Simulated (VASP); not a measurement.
# CdS (I-4m2) in VASP: a series of runs

Runs on CdS. Level: r2SCAN. Tasks: single point.

Everything below comes from runs of VASP 6.6.1. Logs are shortened: lines on timing, memory, paths and dates and some standing lists are left out, and cuts for length are marked.

### Step 1. The cell of the first run

Symmetry: I-4m2, No. 119, tetragonal system. Conventional cell: a = 4.115 Å, b = 4.115 Å, c = 6.286 Å, α = 90.00°, β = 90.00°, γ = 90.00°. Within 3.4 Å of Cd (site symmetry -4m2) lie 4 S at 2.59 Å. Within 3.4 Å of S (site symmetry -4m2) lie 4 Cd at 2.59 Å.

### Step 2. Single point, r2SCAN (strain +0.000 along x and y, +0.080 along z)

Contents of POSCAR:

```
CdS
1.0
    0.0000000000      2.9100000000      3.1428000000
    2.9100000000      0.0000000000      3.1428000000
    2.9100000000      2.9100000000      0.0000000000
Cd S
1 1
Direct
    0.0000000000      0.0000000000      0.0000000000
    0.7500000000      0.7500000000      0.7500000000
```

Contents of INCAR.step1:

```
ALGO = Normal ; EDIFF = 1E-4
ENCUT = 520 ; GGA = PE
ISMEAR = 0 ; LASPH = True
LCHARG = False ; LREAL = False
LWAVE = True ; NBANDS = 16
NELM = 80 ; PREC = Accurate
SIGMA = 0.05
```

Contents of INCAR.step2:

```
ALGO = Normal ; EDIFF = 1E-6
ENCUT = 520 ; ISIF = 2
ISMEAR = 0 ; ISTART = 1
LASPH = True ; LCHARG = False
LMIXTAU = True ; LREAL = False
LWAVE = False ; METAGGA = R2SCAN
NBANDS = 16 ; NELM = 80
PREC = Accurate ; SIGMA = 0.05
```

Contents of KPOINTS:

```
k-points
0
Gamma
  8 8 8
```

Potentials or basis: VASP PAW PBE potentials, release 64 (Cd, S).

Started as:

```console
$ cat potpaw_PBE.64/Cd/POTCAR potpaw_PBE.64/S/POTCAR > POTCAR
$ cp INCAR.step1 INCAR
$ mpirun -np 1 vasp_std > vasp.out
$ cp INCAR.step2 INCAR
$ mpirun -np 1 vasp_std > vasp.out
```

OUTCAR:

```text
EDIFF = 1E-6
   ENCUT = 520
   ISIF = 2
   ISMEAR = 0
   ISTART = 1
   LASPH = True
   LREAL = False
   METAGGA = R2SCAN
   NELM = 80
   PREC = Accurate

 ion  position               nearest neighbor table
   1  0.000  0.000  0.000-   2 2.59   2 2.59   2 2.59   2 2.59
   2  0.750  0.750  0.750-   1 2.59   1 2.59   1 2.59   1 2.59

  LATTYP: Found a body centered tetragonal cell.
 ALAT       =     4.1153614665
 C/A-ratio  =     1.5273506474

  Lattice vectors:

 A1 = (  -2.9100000000,   0.0000000000,   3.1428000000)
 A2 = (   2.9100000000,   0.0000000000,   3.1428000000)
 A3 = (   0.0000000000,   2.9100000000,  -3.1428000000)

Analysis of symmetry for initial positions (statically):
=====================================================================
 Subroutine PRICEL returns:
 Original cell was already a primitive cell.

 Routine SETGRP: Setting up the symmetry group for a
 body centered tetragonal supercell.

 Subroutine GETGRP returns: Found  8 space group operations
 (whereof  8 operations were pure point group operations)
 out of a pool of 16 trial point group operations.

The static configuration has the point symmetry D_2d.

Analysis of symmetry for dynamics (positions and initial velocities):
=====================================================================
 Subroutine PRICEL returns:
 Original cell was already a primitive cell.

 Routine SETGRP: Setting up the symmetry group for a
 body centered tetragonal supercell.

 Subroutine GETGRP returns: Found  8 space group operations
 (whereof  8 operations were pure point group operations)
 out of a pool of 16 trial point group operations.

The dynamic configuration has the point symmetry D_2d.

 Subroutine INISYM returns: Found  8 space group operations
 (whereof  8 operations are pure point group operations),
 and found     1 'primitive' translations

----------------------------------------------------------------------------------------

                                     Primitive cell

  volume of cell :      53.2271

  direct lattice vectors                    reciprocal lattice vectors
     0.000000000  2.910000000  3.142800000    -0.171821306  0.171821306  0.159093802
     2.910000000  0.000000000  3.142800000     0.171821306 -0.171821306  0.159093802
     2.910000000  2.910000000  0.000000000     0.171821306  0.171821306 -0.159093802

  length of vectors
     4.283140418  4.283140418  4.115361467     0.290440975  0.290440975  0.290440975

  position of ions in fractional coordinates (direct lattice)
     0.000000000  0.000000000  0.000000000
     0.750000000  0.750000000  0.750000000

  ion indices of the primitive-cell ions
   primitive index   ion index
                 1           1
                 2           2

----------------------------------------------------------------------------------------

 KPOINTS: k-points

Automatic generation of k-mesh.
 Grid dimensions read from file:
 generate k-points for:    8    8    8

 Generating k-lattice:

  Cartesian coordinates                     Fractional coordinates (reciprocal lattice)
    -0.021477663  0.021477663  0.019886725     0.125000000  0.000000000  0.000000000
     0.021477663 -0.021477663  0.019886725     0.000000000  0.125000000  0.000000000
     0.021477663  0.021477663 -0.019886725    -0.000000000 -0.000000000  0.125000000

  Length of vectors
     0.036305122  0.036305122  0.036305122

  Shift w.r.t. Gamma in fractional coordinates (k-lattice)
     0.000000000  0.000000000  0.000000000

 Subroutine IBZKPT returns following result:
 ===========================================

 Found     59 irreducible k-points:

 Following reciprocal coordinates:
            Coordinates               Weight
  0.000000  0.000000  0.000000      1.000000
  0.125000  0.000000  0.000000      8.000000
  0.250000  0.000000  0.000000      8.000000
  0.375000 -0.000000  0.000000      8.000000
  0.500000  0.000000  0.000000      4.000000
  0.125000  0.125000  0.000000      2.000000
[... 16 lines left out ...]
  0.250000  0.000000  0.125000     16.000000
  0.375000 -0.000000  0.125000     16.000000
 [... further k-points ...]
   k-points           NKPTS =     59   k-points in BZ     NKDIM =     59   number of bands    NBANDS=     16
   number of dos      NEDOS =    301   number of ions     NIONS =      2
   total plane-waves  NPLWV =  32768
   dimension x,y,z NGX =    32 NGY =   32 NGZ =   32
   dimension x,y,z NGXF=    64 NGYF=   64 NGZF=   64
   ions per type =               1   1
   NGX,Y,Z   is equivalent  to a cutoff of  12.42, 12.42, 12.93 a.u.
   NGXF,Y,Z  is equivalent  to a cutoff of  24.84, 24.84, 25.85 a.u.
 SYSTEM =  unknown system
   PREC   = accura    normal or accurate (medium, high low for compatibility)
   ISTART =      1    job   : 0-new  1-cont  2-samecut
   ICHARG =      0    charge: 1-file 2-atom 10-const
   ISPIN  =      1    spin polarized calculation?
   LNONCOLLINEAR =      F non collinear calculations
   LSORBIT =      F    spin-orbit coupling
   LASPH  =      T    aspherical Exc in radial PAW
   ENCUT  =  520.0 eV  38.22 Ry    6.18 a.u.   7.96  7.96  7.65*2*pi/ulx,y,z
   NELM   =     80;   NELMIN=  2; NELMDL=  0     # of ELM steps
   EDIFF  = 0.1E-05   stopping-criterion for ELM
   LREAL  =      F    real-space projection
   EDIFFG = 0.1E-04   stopping-criterion for IOM
   NSW    =      0    number of steps for IOM
   IBRION =     -1    ionic relax: 0-MD 1-quasi-New 2-CG
   NFREE  =      0    steps in history (QN), initial steepest desc. (CG)
   ISIF   =      2    stress and relaxation
   ISYM   =      2    0-nonsym 1-usesym 2-fastsym
   POTIM  = 0.5000    time-step for ionic-motion
   TEBEG  =    0.0;   TEEND  =   0.0 temperature during run
   PSTRESS=    0.0 pullay stress
   NELECT =      18.0000    total number of electrons
   NUPDOWN=      -1.0000    fix difference up-down
   EMIN   =  10.00;   EMAX   =-10.00  energy-range for DOS
   EFERMI =   0.00;   METHOD = LEGACY
   ISMEAR =     0;   SIGMA  =   0.05  broadening in eV -4-tet -1-fermi 0-gaus
   EFERMI_NEDOS =   21; number of points for ismear=-14 and -15
   IALGO  =     38    algorithm
   IMIX   =      4    mixing-type and parameters
     AMIX     =   0.40;   BMIX     =  1.00
     AMIX_MAG =   1.60;   BMIX_MAG =  1.00
  volume/ion in A,a.u.               =      26.61       179.60
  Fermi-wavevector in a.u.,A,eV,Ry     =   1.140569  2.155362 17.699776  1.300897
  Thomas-Fermi vector in A             =   2.277270
   LORBIT       =      0    0 simple, 1 ext, 2 COOP (PROOUT), +10 PAW based schemes
   METAGGA = R2SCAN    functional components
   LHFCALC =     F    Hartree Fock is set to
   AEXX    =    0.0000 exact exchange contribution
   IVDW    =     0    specifies the selected vdW correction
   LEPSILON=     F    determine dielectric tensor
   LRPA    =     F    only Hartree local field effects (RPA)
 non-spin polarized calculation
 Gauss-broadening in eV      SIGMA  =   0.05
  energy-cutoff  :      520.00
  volume of cell :       53.23
 maximum number of plane-waves:      1452
   NGX = 15   NGY = 15   NGZ = 15

 number of electron      17.9999994 magnetization

 Free energy of the ion-electron system (eV)
  ---------------------------------------------------
  ext. energy  EPLUGINS =         0.00000000
  ---------------------------------------------------
  free energy    TOTEN  =       -29.65442087 eV

  energy without entropy =      -29.65442087  energy(sigma->0) =      -29.65442087

 E-fermi :   0.8080     XC(G=0):  -9.3940

 val. band max:        0.5493722539   @ k =   0.0000   0.0000   0.0000
 cond. band min:       1.8778049195   @ k =   0.0000   0.0000   0.0000
 fundamental gap:      1.3284326655
 Fermi energy:         0.8080354853

 k-point     1 :       0.0000    0.0000    0.0000
  band No.  band energies     occupation
      1     -11.9731      2.00000
      2      -7.3006      2.00000
      3      -7.2520      2.00000
      4      -7.2520      2.00000
      5      -6.8667      2.00000
      6      -6.8522      2.00000
[... 8 lines left out ...]
     15      12.1589      0.00000
     16      12.9109      0.00000

 k-point     2 :       0.1250    0.0000    0.0000
  band No.  band energies     occupation
      1     -11.9190      2.00000
      2      -7.2735      2.00000
      3      -7.2326      2.00000
      4      -7.2079      2.00000
      5      -6.8639      2.00000
      6      -6.8553      2.00000
[... 8 lines left out ...]
     15      12.1744      0.00000
     16      12.7358      0.00000

 k-point     3 :       0.2500    0.0000    0.0000
  band No.  band energies     occupation
      1     -11.7880      2.00000
      2      -7.2276      2.00000
      3      -7.1894      2.00000
      4      -7.0387      2.00000
      5      -6.8580      2.00000
      6      -6.8473      2.00000
[... 8 lines left out ...]
     15      11.7130      0.00000
     16      12.2683      0.00000

 k-point     4 :       0.3750   -0.0000    0.0000
  band No.  band energies     occupation
      1     -11.6570      2.00000
      2      -7.1966      2.00000
      3      -7.1536      2.00000
      4      -6.8514      2.00000
      5      -6.8391      2.00000
      6      -6.7228      2.00000
[... 8 lines left out ...]
     15      12.3516      0.00000
     16      12.6393      0.00000
[... 324 lines left out ...]
 k-point    22 :       0.1250    0.0000    0.1250
  band No.  band energies     occupation
      1     -11.8982      2.00000
      2      -7.2619      2.00000
      3      -7.2153      2.00000
      4      -7.2079      2.00000
      5      -6.8662      2.00000
      6      -6.8507      2.00000
[... 8 lines left out ...]
     15      11.9505      0.00000
     16      13.4267      0.00000

 k-point    23 :       0.2500    0.0000    0.1250
  band No.  band energies     occupation
      1     -11.7912      2.00000
      2      -7.2189      2.00000
      3      -7.1780      2.00000
      4      -7.0923      2.00000
      5      -6.8670      2.00000
      6      -6.8329      2.00000
[... 8 lines left out ...]
     15      11.9846      0.00000
     16      13.5697      0.00000

 k-point    24 :       0.3750   -0.0000    0.1250
  band No.  band energies     occupation
      1     -11.6611      2.00000
      2      -7.1825      2.00000
      3      -7.1399      2.00000
      4      -6.9280      2.00000
      5      -6.8340      2.00000
      6      -6.7387      2.00000
[... 8 lines left out ...]
     15      12.5807      0.00000
     16      13.3110      0.00000

 [... further k-points ...]

------------------------ aborting loop because EDIFF is reached ----------------------------------------

  FORCE on cell =-STRESS in cart. coord.  units (eV):
  Direction    XX          YY          ZZ          XY          YZ          ZX
  --------------------------------------------------------------------------------------
  -------------------------------------------------------------------------------------
  Total       -0.6104340     -0.6104340     -1.2448614      0.0000000      0.0000000      0.0000000
  in kB      -18.3745455    -18.3745455    -37.4713105      0.0000000      0.0000000      0.0000000
  external PRESSURE =     -24.7401338 kB  Pullay stress =       0.0000000 kB

 VOLUME and BASIS-vectors are now :
 -----------------------------------------------------------------------------
  energy-cutoff  :      520.00
  volume of cell :       53.23
      direct lattice vectors                 reciprocal lattice vectors
     0.000000000  2.910000000  3.142800000    -0.171821306  0.171821306  0.159093802
     2.910000000  0.000000000  3.142800000     0.171821306 -0.171821306  0.159093802
     2.910000000  2.910000000  0.000000000     0.171821306  0.171821306 -0.159093802

 POSITION                                       TOTAL-FORCE (eV/Angst)
 -----------------------------------------------------------------------------------
      0.00000      0.00000      0.00000         0.000000      0.000000      0.000000
      4.36500      4.36500      4.71420        -0.000000     -0.000000     -0.000000
 -----------------------------------------------------------------------------------
    total drift:                                0.000003      0.000003      0.000007

  FREE ENERGIE OF THE ION-ELECTRON SYSTEM (eV)
  ---------------------------------------------------
  free  energy   TOTEN  =       -29.6544208722 eV

  energy  without entropy=      -29.6544208722  energy(sigma->0) =      -29.65442087
```

It took 3.8 min on 1 thread of Intel Xeon 8259CL, shared host; peak memory 0.21 GiB.

What came out:

| Quantity | Value |
| --- | --- |
| Free energy | -29.6544 eV |
| Pressure | -2.5 GPa |
| Band gap on the k mesh | 1.33 eV |

Caveat: the cell differs from its parent crystal (strain +0.000 along x and y, +0.080 along z); the PAW data sets were made with another functional, which shifts forces and pressure a little.

### Step 3. Single point, r2SCAN (strain +0.040 along x and y, +0.000 along z)

Contents of POSCAR:

```
CdS
1.0
    0.0000000000      3.0264000000      2.9100000000
    3.0264000000      0.0000000000      2.9100000000
    3.0264000000      3.0264000000      0.0000000000
Cd S
1 1
Direct
    0.0000000000      0.0000000000      0.0000000000
    0.7500000000      0.7500000000      0.7500000000
```

Contents of INCAR.step1:

```
ALGO = Normal
EDIFF = 1E-4
ENCUT = 520
GGA = PE
ISMEAR = 0
LASPH = T
LCHARG = F
LREAL = F
LWAVE = T
NBANDS = 16
NELM = 80
PREC = Accurate
SIGMA = 0.05
```

Contents of INCAR.step2:

```
ALGO = Normal
EDIFF = 1E-7
ENCUT = 520
ISIF = 2
ISMEAR = 0
ISTART = 1
LASPH = T
LCHARG = F
LMIXTAU = T
LREAL = F
LWAVE = F
METAGGA = R2SCAN
NBANDS = 16
NELM = 80
PREC = Accurate
SIGMA = 0.05
```

KPOINTS is that of step 2.

Potentials or basis: VASP PAW PBE potentials, release 64 (Cd, S).

Started as:

```console
$ cat potpaw_PBE.64/Cd/POTCAR potpaw_PBE.64/S/POTCAR > POTCAR
$ cp INCAR.step1 INCAR
$ mpirun -np 1 vasp_std > vasp.out
$ cp INCAR.step2 INCAR
$ mpirun -np 1 vasp_std > vasp.out
```

Wall time 4.3 min (1 thread of Intel Xeon 8259CL, shared host); peak memory 0.21 GiB.

The run converged. Its results:

| Quantity | Value |
| --- | --- |
| Free energy | -29.6653 eV |
| Pressure | -2.4 GPa |
| Band gap on the k mesh | 1.35 eV |

Stress tensor (GPa, compression positive):
```
-2.70  0.00  0.00
 0.00 -2.70  0.00
 0.00  0.00 -1.93
```

Levels at points of the mesh, in eV from the valence-band top:
| k point | band 7 | band 8 | band 9 | band 10 | band 11 | band 12 |
| --- | --- | --- | --- | --- | --- | --- |
| (0.00, 0.00, 0.00) | -0.10 | -0.10 | 0.00 | 1.35 | 7.01 | 7.02 |
| (0.50, 0.00, 0.00) | -4.10 | -0.81 | -0.66 | 3.27 | 7.26 | 7.52 |
| (0.50, 0.50, 0.00) | -3.58 | -1.85 | -1.85 | 3.80 | 4.36 | 9.65 |
| (0.50, 0.00, 0.50) | -3.80 | -1.72 | -1.66 | 3.92 | 4.70 | 9.26 |

Caveat: the cell differs from its parent crystal (strain +0.040 along x and y, +0.000 along z); the PAW data sets were made with another functional, which shifts forces and pressure a little.
